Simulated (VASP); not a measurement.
A run of VASP 6.6.1 is set up as follows.

Contents of INCAR:

```
SYSTEM = InP
PREC = Accurate ; ENCUT = 520
EDIFF = 1E-7 ; ISMEAR = -1
SIGMA = 0.05 ; LREAL = .FALSE.
LASPH = .TRUE. ; NELM = 60
ALGO = Normal ; ISIF = 2
LWAVE = .FALSE. ; LCHARG = .FALSE.
GGA = RE ; NBANDS = 16
```

File KPOINTS:

```
regular mesh
0
G
  8 8 8
  0 0 0
```

Contents of POSCAR:

```
InP
1.0
    0.0000000000      2.9108316221      2.9108316221
    2.9108316221      0.0000000000      2.9108316221
    2.9108316221      2.9108316221      0.0000000000
In P
1 1
Direct
    0.0000000000      0.0000000000      0.0000000000
    0.7500000000      0.7500000000      0.7500000000
```

Potentials or basis: VASP PAW PBE potentials, release 64 (In_d, P).

Launch:

```bash
$ cat potpaw_PBE.64/In_d/POTCAR potpaw_PBE.64/P/POTCAR > POTCAR
$ mpirun -np 1 vasp_std > vasp.out
```

**Question.** Estimate the band gap on the k mesh.

**Answer.** 0.92 eV, direct.

**Question.** Estimate the pressure.

**Answer.** 6.2 GPa.

Caveat: the PAW data sets were made with another functional, which shifts forces and pressure a little; spin-orbit coupling is left out, which moves the levels of the heavy elements. revPBE gaps usually lie below the measured ones, often by a third to a half.
